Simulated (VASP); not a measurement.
The system is Sn.

```
Sn
1.0
    -2.91964    2.91964    1.59380
     2.91964   -2.91964    1.59380
     2.91964    2.91964   -1.59380
Sn
2
Cartesian
  0.0000 0.0000 0.0000
  0.0000 2.9196 0.7969
```

Base run:

| Quantity | Value |
| --- | --- |
| Program | VASP 6.6.1 |
| Functional | r2SCAN |
| Potentials or basis | VASP PAW PBE potentials, release 64 (Sn_d) |
| Cutoff | 520 eV |
| k mesh | 9 × 9 × 6 |
| Occupations | methfessel-paxton, width 0.1 eV |
| Spin | no spin polarisation |

Its results: band gap on the k mesh zero (bands 14 and 15 overlap by 4.63 eV); pressure 0.9 GPa; largest force 0.022 eV/Å.

The run is repeated on the same cell with these changes: functional from r2SCAN to LDA; potentials or basis from VASP PAW PBE potentials, release 64 (Sn_d) to VASP PAW LDA potentials, release 64 (Sn_d). What comes out?

Band gap on the k mesh zero (bands 14 and 15 overlap by 4.35 eV); pressure -2.0 GPa; largest force 0.021 eV/Å.

Caveats: spin-orbit coupling is left out, which moves the levels of the heavy elements; the PAW data sets were made with another functional, which shifts forces and pressure a little (at least some runs).
